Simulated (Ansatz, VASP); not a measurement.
**TePb in VASP and in Ansatz**

Contents of INCAR:

```
SYSTEM = TePb
  ALGO = Normal
  EDIFF = 1E-6
  ENCUT = 520
  GGA = PE
  ISIF = 2
  ISMEAR = 0
  LASPH = .TRUE.
  LCHARG = .FALSE.
  LREAL = .FALSE.
  LWAVE = .FALSE.
  NBANDS = 17
  NELM = 100
  PREC = Accurate
  SIGMA = 0.03
```

The input KPOINTS:

```
k-points
0
G
  7 7 7
  0 0 0
```

File POSCAR:

```
TePb
1.0
    0.0000000000      3.2310000000      3.2310000000
    3.2310000000      0.0000000000      3.2310000000
    3.2310000000      3.2310000000      0.0000000000
Pb Te
1 1
Direct
    0.0000000000      0.0000000000      0.0000000000
    0.5000000000      0.5000000000      0.5000000000
```

Contents of input.yaml:

```yaml
crystal:
  lattice:
    - [0.0, 3.231, 3.231]
    - [3.231, 0.0, 3.231]
    - [3.231, 3.231, 0.0]
  atoms:
    - { symbol: Pb, position: [0.0, 0.0, 0.0] }
    - { symbol: Te, position: [0.5, 0.5, 0.5] }
kpoints:
  mp_grid: { grid: [7, 7, 7] }
scf:
  occupations: { method: gaussian, width: 0.03 }
hamiltonian:
  xc: pbe
  pseudopotentials: { kind: all_electron, lapw: { basis_error: 0.001 } }
output:
  forces: true
  stress: true
  eigenvalues: true
```

Alike in both runs: task single point; functional PBE; k mesh 7 × 7 × 7; occupations gaussian, width 0.03 eV; no spin polarisation.

|  | VASP | Ansatz |
| --- | --- | --- |
| version | VASP 6.6.1 | Ansatz 0.2.0 |
| potentials or method | VASP PAW PBE potentials, release 64 (Pb_d, Te), cutoff 520 eV | all-electron LAPW, scalar-relativistic |

|  | VASP | Ansatz | Ansatz less VASP |
| --- | --- | --- | --- |
| pressure (GPa) | 2.1 | 2.1 | +0.07 |

Ansatz ran all-electron here, and VASP with PAW potentials.

Neither program's run includes spin-orbit coupling.
